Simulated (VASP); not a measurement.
# FeGe (P1) in VASP: a series of runs

Runs on FeGe. Level: r2SCAN. Tasks: single point.

Everything below comes from runs of VASP 6.6.1. Logs are shortened: lines on timing, memory, paths and dates and some standing lists are left out, and cuts for length are marked.

## Step 1: The cell of the first run

The typed cell holds 2 atoms: a = 3.016 Å, b = 3.016 Å, c = 3.016 Å, α = 90.00°, β = 90.00°, γ = 90.00°.

## Step 2: Single point, r2SCAN, collinear spin, ferromagnetic start

Input file POSCAR:

```
FeGe
1.0
    3.0161735380      0.0000000000      0.0000000000
    0.0000000000      3.0161735380      0.0000000000
    0.0000000000      0.0000000000      3.0161735380
Fe Ge
1 1
Direct
    0.0000000000      0.0000000000      0.0000000000
    0.4633440200      0.4507515000      0.4535288900
```

Input file INCAR.step1:

```
PREC = Accurate
ENCUT = 520
ISMEAR = 0
SIGMA = 0.05
LREAL = False
LASPH = True
NELM = 150
ISPIN = 2
MAGMOM = 2 0
LMAXMIX = 4
NBANDS = 22
GGA = PE
ALGO = Normal
EDIFF = 1E-4
LWAVE = True
LCHARG = False
```

Input file INCAR.step2:

```
PREC = Accurate
ENCUT = 520
EDIFF = 1E-6
ISMEAR = 0
SIGMA = 0.05
LREAL = False
LASPH = True
NELM = 150
ALGO = Normal
ISIF = 2
LWAVE = False
LCHARG = False
ISPIN = 2
MAGMOM = 2 0
LORBIT = 11
LMAXMIX = 4
METAGGA = R2SCAN
LMIXTAU = True
NBANDS = 22
ISTART = 1
```

Input file KPOINTS:

```
regular mesh
0
Gamma
  3 3 3
```

Potentials or basis: VASP PAW PBE potentials, release 64 (Fe, Ge_d).

Started as:

```console
cat potpaw_PBE.64/Fe/POTCAR potpaw_PBE.64/Ge_d/POTCAR > POTCAR
cp INCAR.step1 INCAR
mpirun -np 1 vasp_std > vasp.out
cp INCAR.step2 INCAR
mpirun -np 1 vasp_std > vasp.out
```

OUTCAR:

```text
PREC = Accurate
   ENCUT = 520
   EDIFF = 1E-6
   ISMEAR = 0
   LREAL = False
   LASPH = True
   NELM = 150
   ISIF = 2
   ISPIN = 2
   LORBIT = 11
   METAGGA = R2SCAN
   ISTART = 1

 ion  position               nearest neighbor table
   1  0.000  0.000  0.000-   2 2.38   2 2.52   2 2.55   2 2.56   2 2.68   2 2.69   2 2.72   2 2.84

   2  0.463  0.451  0.454-   1 2.38   1 2.52   1 2.55   1 2.56   1 2.68   1 2.69   1 2.72   1 2.84

  LATTYP: Found a simple cubic cell.
 ALAT       =     3.0161735380

  Lattice vectors:

 A1 = (   3.0161735380,   0.0000000000,   0.0000000000)
 A2 = (   0.0000000000,   3.0161735380,   0.0000000000)
 A3 = (   0.0000000000,   0.0000000000,   3.0161735380)

Analysis of symmetry for initial positions (statically):
=====================================================================
 Subroutine PRICEL returns:
 Original cell was already a primitive cell.

 Routine SETGRP: Setting up the symmetry group for a
 simple cubic supercell.

 Subroutine GETGRP returns: Found  1 space group operations
 (whereof  1 operations were pure point group operations)
 out of a pool of 48 trial point group operations.

The static configuration has the point symmetry C_1 .

Analysis of symmetry for dynamics (positions and initial velocities):
=====================================================================
 Subroutine PRICEL returns:
 Original cell was already a primitive cell.

 Routine SETGRP: Setting up the symmetry group for a
 simple cubic supercell.

 Subroutine GETGRP returns: Found  1 space group operations
 (whereof  1 operations were pure point group operations)
 out of a pool of 48 trial point group operations.

The dynamic configuration has the point symmetry C_1 .

Analysis of structural, dynamic, and magnetic symmetry:
=====================================================================
 Subroutine PRICEL returns:
 Original cell was already a primitive cell.

 Routine SETGRP: Setting up the symmetry group for a
 simple cubic supercell.

 Subroutine GETGRP returns: Found  1 space group operations
 (whereof  1 operations were pure point group operations)
 out of a pool of 48 trial point group operations.

The overall configuration has the point symmetry C_1 .

 Subroutine INISYM returns: Found  1 space group operations
 (whereof  1 operations are pure point group operations),
 and found     1 'primitive' translations

----------------------------------------------------------------------------------------

                                     Primitive cell

  volume of cell :      27.4390

  direct lattice vectors                    reciprocal lattice vectors
     3.016173538  0.000000000  0.000000000     0.331545910  0.000000000  0.000000000
     0.000000000  3.016173538  0.000000000     0.000000000  0.331545910  0.000000000
     0.000000000  0.000000000  3.016173538     0.000000000  0.000000000  0.331545910

  length of vectors
     3.016173538  3.016173538  3.016173538     0.331545910  0.331545910  0.331545910

  position of ions in fractional coordinates (direct lattice)
     0.000000000  0.000000000  0.000000000
     0.463344020  0.450751500  0.453528890

  ion indices of the primitive-cell ions
   primitive index   ion index
                 1           1
                 2           2

----------------------------------------------------------------------------------------

 KPOINTS: regular mesh

Automatic generation of k-mesh.
 Grid dimensions read from file:
 generate k-points for:    3    3    3

 Generating k-lattice:

  Cartesian coordinates                     Fractional coordinates (reciprocal lattice)
     0.110515303  0.000000000  0.000000000     0.333333333  0.000000000  0.000000000
     0.000000000  0.110515303  0.000000000     0.000000000  0.333333333  0.000000000
     0.000000000  0.000000000  0.110515303     0.000000000  0.000000000  0.333333333

  Length of vectors
     0.110515303  0.110515303  0.110515303

  Shift w.r.t. Gamma in fractional coordinates (k-lattice)
     0.000000000  0.000000000  0.000000000

 Subroutine IBZKPT returns following result:
 ===========================================

 Found     14 irreducible k-points:

 Following reciprocal coordinates:
            Coordinates               Weight
  0.000000  0.000000  0.000000      1.000000
  0.333333  0.000000  0.000000      2.000000
  0.000000  0.333333  0.000000      2.000000
  0.000000  0.000000  0.333333      2.000000
  0.333333  0.333333  0.000000      2.000000
  0.000000  0.333333  0.333333      2.000000
  0.333333  0.000000  0.333333      2.000000
 -0.333333  0.333333  0.000000      2.000000
 -0.333333  0.000000  0.333333      2.000000
  0.000000 -0.333333  0.333333      2.000000
  0.333333  0.333333  0.333333      2.000000
 -0.333333  0.333333  0.333333      2.000000
 -0.333333 -0.333333  0.333333      2.000000
  0.333333 -0.333333  0.333333      2.000000
   k-points           NKPTS =     14   k-points in BZ     NKDIM =     14   number of bands    NBANDS=     22
   number of dos      NEDOS =    301   number of ions     NIONS =      2
   total plane-waves  NPLWV =  13824
   dimension x,y,z NGX =    24 NGY =   24 NGZ =   24
   dimension x,y,z NGXF=    48 NGYF=   48 NGZF=   48
   ions per type =               1   1
   NGX,Y,Z   is equivalent  to a cutoff of  13.23, 13.23, 13.23 a.u.
   NGXF,Y,Z  is equivalent  to a cutoff of  26.46, 26.46, 26.46 a.u.
 SYSTEM =  unknown system
   PREC   = accura    normal or accurate (medium, high low for compatibility)
   ISTART =      1    job   : 0-new  1-cont  2-samecut
   ICHARG =      0    charge: 1-file 2-atom 10-const
   ISPIN  =      2    spin polarized calculation?
   LNONCOLLINEAR =      F non collinear calculations
   LSORBIT =      F    spin-orbit coupling
   LASPH  =      T    aspherical Exc in radial PAW
   ENCUT  =  520.0 eV  38.22 Ry    6.18 a.u.   5.61  5.61  5.61*2*pi/ulx,y,z
   NELM   =    150;   NELMIN=  2; NELMDL=  0     # of ELM steps
   EDIFF  = 0.1E-05   stopping-criterion for ELM
   LREAL  =      F    real-space projection
   EDIFFG = 0.1E-04   stopping-criterion for IOM
   NSW    =      0    number of steps for IOM
   IBRION =     -1    ionic relax: 0-MD 1-quasi-New 2-CG
   NFREE  =      0    steps in history (QN), initial steepest desc. (CG)
   ISIF   =      2    stress and relaxation
   ISYM   =      2    0-nonsym 1-usesym 2-fastsym
   POTIM  = 0.5000    time-step for ionic-motion
   TEBEG  =    0.0;   TEEND  =   0.0 temperature during run
   PSTRESS=    0.0 pullay stress
   NELECT =      22.0000    total number of electrons
   NUPDOWN=      -1.0000    fix difference up-down
   EMIN   =  10.00;   EMAX   =-10.00  energy-range for DOS
   EFERMI =   0.00;   METHOD = LEGACY
   ISMEAR =     0;   SIGMA  =   0.05  broadening in eV -4-tet -1-fermi 0-gaus
   EFERMI_NEDOS =   21; number of points for ismear=-14 and -15
   IALGO  =     38    algorithm
   IMIX   =      4    mixing-type and parameters
     AMIX     =   0.40;   BMIX     =  1.00
     AMIX_MAG =   1.60;   BMIX_MAG =  1.00
  volume/ion in A,a.u.               =      13.72        92.58
  Fermi-wavevector in a.u.,A,eV,Ry     =   1.520872  2.874032 31.470988  2.313052
  Thomas-Fermi vector in A             =   2.629664
   LORBIT       =     11    0 simple, 1 ext, 2 COOP (PROOUT), +10 PAW based schemes
   METAGGA = R2SCAN    functional components
   LHFCALC =     F    Hartree Fock is set to
   AEXX    =    0.0000 exact exchange contribution
   IVDW    =     0    specifies the selected vdW correction
   LEPSILON=     F    determine dielectric tensor
   LRPA    =     F    only Hartree local field effects (RPA)
 spin polarized calculation
 Gauss-broadening in eV      SIGMA  =   0.05
  energy-cutoff  :      520.00
  volume of cell :       27.44
 maximum number of plane-waves:       748
 NGX is ok and might be reduce to    24
   NGX = 11   NGY = 11   NGZ = 11

 number of electron      22.0000003 magnetization      -0.0000000

 number of electron      22.0000003 magnetization       0.0000000

 Free energy of the ion-electron system (eV)
  ---------------------------------------------------
  ext. energy  EPLUGINS =         0.00000000
  ---------------------------------------------------
  free energy    TOTEN  =       -27.25396139 eV

  energy without entropy =      -27.25396139  energy(sigma->0) =      -27.25396139

 E-fermi :   7.1506     XC(G=0): -13.8096

 val. band max:        6.8103678999   @ k =   0.3333   0.0000   0.0000
 cond. band min:       7.4410824167   @ k =   0.3333  -0.3333   0.3333
 fundamental gap:      0.6307145168
 Fermi energy:         7.1506210469

 spin component 1

 k-point     1 :       0.0000    0.0000    0.0000
  band No.  band energies     occupation
      1     -18.2876      1.00000
      2     -18.2853      1.00000
      3     -18.2043      1.00000
      4     -18.1938      1.00000
      5     -18.1917      1.00000
      6      -6.1469      1.00000
[... 14 lines left out ...]
     21      29.3899      0.00000
     22      29.3989      0.00000
[... 301 lines left out ...]
 k-point    14 :       0.3333   -0.3333    0.3333
  band No.  band energies     occupation
      1     -18.2495      1.00000
      2     -18.2414      1.00000
      3     -18.2392      1.00000
      4     -18.1775      1.00000
      5     -18.1749      1.00000
      6      -1.2791      1.00000
[... 14 lines left out ...]
     21      31.8979      0.00000
     22      34.7957      0.00000
 Fermi energy:         7.1506210469

 spin component 2

 k-point     1 :       0.0000    0.0000    0.0000
  band No.  band energies     occupation
      1     -18.2876      1.00000
      2     -18.2853      1.00000
      3     -18.2043      1.00000
      4     -18.1938      1.00000
      5     -18.1917      1.00000
      6      -6.1469      1.00000
[... 14 lines left out ...]
     21      29.3899      0.00000
     22      29.3989      0.00000
[... 302 lines left out ...]
  band No.  band energies     occupation
      1     -18.2495      1.00000
      2     -18.2414      1.00000
      3     -18.2392      1.00000
      4     -18.1775      1.00000
      5     -18.1749      1.00000
      6      -1.2791      1.00000
[... 14 lines left out ...]
     21      31.8979      0.00000
     22      34.7957      0.00000

------------------------ aborting loop because EDIFF is reached ----------------------------------------

  FORCE on cell =-STRESS in cart. coord.  units (eV):
  Direction    XX          YY          ZZ          XY          YZ          ZX
  --------------------------------------------------------------------------------------
  -------------------------------------------------------------------------------------
  Total       -3.6952235     -3.6874980     -3.6898393      0.4682983      0.5793397      0.4451151
  in kB     -215.7656529   -215.3145621   -215.4512691     27.3441371     33.8278861     25.9904569
  external PRESSURE =    -215.5104947 kB  Pullay stress =       0.0000000 kB

 VOLUME and BASIS-vectors are now :
 -----------------------------------------------------------------------------
  energy-cutoff  :      520.00
  volume of cell :       27.44
      direct lattice vectors                 reciprocal lattice vectors
     3.016173538  0.000000000  0.000000000     0.331545910  0.000000000  0.000000000
     0.000000000  3.016173538  0.000000000     0.000000000  0.331545910  0.000000000
     0.000000000  0.000000000  3.016173538     0.000000000  0.000000000  0.331545910

 POSITION                                       TOTAL-FORCE (eV/Angst)
 -----------------------------------------------------------------------------------
      0.00000      0.00000      0.00000        -0.201271     -0.254093     -0.244758
      1.39753      1.35954      1.36792         0.201271      0.254093      0.244758
 -----------------------------------------------------------------------------------
    total drift:                               -0.007001      0.006963      0.005654

  FREE ENERGIE OF THE ION-ELECTRON SYSTEM (eV)
  ---------------------------------------------------
  free  energy   TOTEN  =       -27.2539613879 eV

  energy  without entropy=      -27.2539613879  energy(sigma->0) =      -27.25396139

 total charge

# of ion       s       p       d       tot
------------------------------------------
    1        0.367   0.419   6.413   7.199
    2        1.067   1.160  10.099  12.327
--------------------------------------------------
tot          1.434   1.579  16.512  19.526

 magnetization (x)

# of ion       s       p       d       tot
------------------------------------------
    1        0.000  -0.000  -0.000  -0.000
    2       -0.000   0.000   0.000   0.000
--------------------------------------------------
tot         -0.000   0.000  -0.000  -0.000
```

Run time: 2.3 min. Hardware: 1 thread of AMD EPYC 7R13, shared host; peak memory 0.13 GiB.

Results:

| Item | Value |
| --- | --- |
| Free energy | -27.2540 eV |
| Pressure | -21.6 GPa |
| Largest force | 0.406 eV/Å |
| Band gap on the k mesh | 0.63 eV, indirect (least direct gap 0.77 eV) |
| Net moment | 0.00 μB per cell |
| Valence electrons inside the program's atomic spheres | Fe 7.20; Ge 12.33 |

Forces on the atoms (eV/Å):
```
Fe  -0.201 -0.254 -0.245
Ge   0.201  0.254  0.245
```

Stress tensor (GPa, compression positive):
```
-21.58   2.73   2.60
  2.73 -21.53   3.38
  2.60   3.38 -21.55
```

Caveat: the k points lie up to 0.69 Å⁻¹ apart; the starting moments collapsed, and a magnetic state may lie lower; the PAW data sets were made with another functional, which shifts forces and pressure a little. A k mesh can miss the band edges.

## Step 3: Single point, r2SCAN, collinear spin, ferromagnetic start

Input file POSCAR:

```
FeGe
1.0
    3.0161730360      0.0000000000      0.0000000000
    0.0000000000      3.0161730360      0.0000000000
    0.0000000000      0.0000000000      3.0161730360
Fe Ge
1 1
Direct
    0.0000000000      0.0000000000      0.0000000000
    0.4633440200      0.4507515000      0.4535288900
```

Input file INCAR.step1:

```
SYSTEM = FeGe
PREC = Accurate ; ENCUT = 520
ISMEAR = 0 ; SIGMA = 0.05
LREAL = .False. ; LASPH = .True.
NELM = 150 ; ISPIN = 2
MAGMOM = 4 0 ; LMAXMIX = 4
NBANDS = 22 ; GGA = PE
ALGO = Normal ; EDIFF = 1E-4
LWAVE = .True. ; LCHARG = .False.
```

Input file INCAR.step2:

```
SYSTEM = FeGe
PREC = Accurate ; ENCUT = 520
EDIFF = 1E-7 ; ISMEAR = 0
SIGMA = 0.05 ; LREAL = .False.
LASPH = .True. ; NELM = 150
ALGO = Normal ; ISIF = 2
LWAVE = .False. ; LCHARG = .False.
ISPIN = 2 ; MAGMOM = 4 0
LORBIT = 11 ; LMAXMIX = 4
METAGGA = R2SCAN ; LMIXTAU = .True.
NBANDS = 22 ; ISTART = 1
```

Input file KPOINTS:

```
Automatic mesh
0
Gamma
  3 3 3
  0 0 0
```

Potentials or basis: VASP PAW PBE potentials, release 64 (Fe, Ge_d).

Started as:

```console
cat potpaw_PBE.64/Fe/POTCAR potpaw_PBE.64/Ge_d/POTCAR > POTCAR
cp INCAR.step1 INCAR
mpirun -np 1 vasp_std > vasp.out
cp INCAR.step2 INCAR
mpirun -np 1 vasp_std > vasp.out
```

It took 3.1 min on 1 thread of AMD EPYC 7R13, shared host; peak memory 0.13 GiB.

The run converged. Its results:

```yaml
Free_energy: -27.4586 eV
Pressure: -4.8 GPa
Largest_force: 0.944 eV/Å
Net_moment: 1.93 μB per cell
Site_moments: Fe +1.97; Ge -0.01 μB
Valence_electrons_inside_the_program's_atomic_spheres: Fe 7.13; Ge 12.42
```

Forces in eV/Å, atoms in the order of the input:
```
Fe  -0.461 -0.596 -0.568
Ge   0.461  0.596  0.568
```

Stress tensor (GPa, compression positive):
```
-4.41  2.38  2.29
 2.38 -4.98  3.05
 2.29  3.05 -5.00
```

Levels at points of the mesh, in eV from the Fermi level:
Spin up:
| k point | band 10 | band 11 | band 12 | band 13 | band 14 | band 15 |
| --- | --- | --- | --- | --- | --- | --- |
| (0.00, 0.00, 0.00) | -1.68 | -1.67 | 3.13 | 3.19 | 3.23 | 8.52 |
Spin down:
| k point | band 8 | band 9 | band 10 | band 11 | band 12 | band 13 |
| --- | --- | --- | --- | --- | --- | --- |
| (0.00, 0.00, 0.00) | -1.25 | 0.16 | 0.40 | 0.42 | 3.28 | 3.34 |

Caveat: the k points lie up to 0.69 Å⁻¹ apart; the PAW data sets were made with another functional, which shifts forces and pressure a little.

## Step 4: Single point, r2SCAN, collinear spin, ferromagnetic start

POSCAR is that of step 3.

Input file INCAR.step1:

```
SYSTEM = FeGe
PREC = Accurate
ENCUT = 520
ISMEAR = 0
SIGMA = 0.05
LREAL = .FALSE.
LASPH = .TRUE.
NELM = 150
ISPIN = 2
MAGMOM = 2 0
LMAXMIX = 4
NBANDS = 22
GGA = PE
ALGO = Normal
EDIFF = 1E-4
LWAVE = .TRUE.
LCHARG = .FALSE.
```

Input file INCAR.step2:

```
SYSTEM = FeGe
PREC = Accurate
ENCUT = 520
EDIFF = 1E-6
ISMEAR = 0
SIGMA = 0.05
LREAL = .FALSE.
LASPH = .TRUE.
NELM = 150
ALGO = Normal
ISIF = 2
LWAVE = .FALSE.
LCHARG = .FALSE.
ISPIN = 2
MAGMOM = 2 0
LORBIT = 11
LMAXMIX = 4
METAGGA = R2SCAN
LMIXTAU = .TRUE.
NBANDS = 22
ISTART = 1
```

Input file KPOINTS:

```
regular mesh
0
G
  3 3 3
  0 0 0
```

Started as:

```console
cat potpaw_PBE.64/Fe/POTCAR potpaw_PBE.64/Ge_d/POTCAR > POTCAR
cp INCAR.step1 INCAR
mpirun -np 1 vasp_std > vasp.out
cp INCAR.step2 INCAR
mpirun -np 1 vasp_std > vasp.out
```

Run time: 2.4 min. Hardware: 1 thread of AMD EPYC 7R13, shared host; peak memory 0.13 GiB.

Results (log left out):

* Free energy: -27.2540 eV
* Pressure: -21.6 GPa
* Largest force: 0.406 eV/Å
* Band gap on the k mesh: 0.63 eV, indirect (least direct gap 0.77 eV)
* Net moment: 0.00 μB per cell
* Valence electrons inside the program's atomic spheres: Fe 7.20; Ge 12.33

Forces on the atoms (eV/Å):
```
Fe  -0.201 -0.254 -0.245
Ge   0.201  0.254  0.245
```

Stress tensor (GPa, compression positive):
```
-21.58   2.73   2.60
  2.73 -21.53   3.38
  2.60   3.38 -21.55
```

Levels at points of the mesh, in eV from the valence-band top:
Spin up:
```tsv
k point	band 7	band 8	band 9	band 10	band 11	band 12	band 13	band 14	band 15	band 16
(0.00, 0.00, 0.00)	-1.85	-1.85	-0.17	-0.04	-0.03	3.56	3.60	3.63	9.22	9.82
```
Spin down:
```tsv
k point	band 7	band 8	band 9	band 10	band 11	band 12	band 13	band 14	band 15	band 16
(0.00, 0.00, 0.00)	-1.85	-1.85	-0.17	-0.04	-0.03	3.56	3.60	3.63	9.22	9.82
```

Caveat: the k points lie up to 0.69 Å⁻¹ apart; the starting moments collapsed, and a magnetic state may lie lower; the PAW data sets were made with another functional, which shifts forces and pressure a little. A k mesh can miss the band edges.

[end of part 1 of 3]
